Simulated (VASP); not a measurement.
The system is Si.

```
CELL_PARAMETERS angstrom
3.83132 0.00000 0.00000
-1.91566 3.31802 0.00000
0.00000 0.00000 6.33262
ATOMIC_POSITIONS crystal
Si 0.33333 0.66667 0.06301
Si 0.66667 0.33333 0.56301
Si 0.33333 0.66667 0.43699
Si 0.66667 0.33333 0.93699
```

This isn't the form of Si at room conditions, which is diamond.

Base run:

```yaml
Program: VASP 6.6.1
Functional: BLYP
Potentials_or_basis: VASP PAW PBE potentials, release 64 (Si)
Cutoff: 500 eV
k_mesh: 8 × 8 × 4
Occupations: fermi-dirac, width 0.1 eV
Spin: no spin polarisation
```

Its results: band gap on the k mesh 0.66 eV (least direct gap 1.17 eV); pressure 4.6 GPa.

Question: The run is repeated on the same cell with these changes: functional from BLYP to RPBE. What comes out?

Answer: Band gap on the k mesh 0.48 eV (least direct gap 1.10 eV); pressure 2.8 GPa.

Caveats: the PAW data sets were made with another functional, which shifts forces and pressure a little; the cell stands under pressure (at least some runs).

A k mesh can miss the band edges.
